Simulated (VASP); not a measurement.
The system is Au.

```
CELL_PARAMETERS angstrom
0.00000 2.04124 2.04124
2.04124 0.00000 2.04124
2.04124 2.04124 0.00000
ATOMIC_POSITIONS crystal
Au 0.00000 0.00000 0.00000
```

Base run:

* Program: VASP 6.6.1
* Functional: r2SCAN
* Potentials or basis: VASP PAW PBE potentials, release 64 (Au)
* Cutoff: 520 eV
* k mesh: 13 × 13 × 13
* Occupations: fermi-dirac, width 0.05 eV
* Spin: no spin polarisation

Its results: pressure 5.2 GPa.

**Question.** The run is repeated on the same cell with these changes: functional from r2SCAN to PBE; cutoff from 520 eV to 500 eV. What comes out?

**Answer.** Pressure 8.4 GPa.

Caveats: the PAW data sets were made with another functional, which shifts forces and pressure a little (some runs).
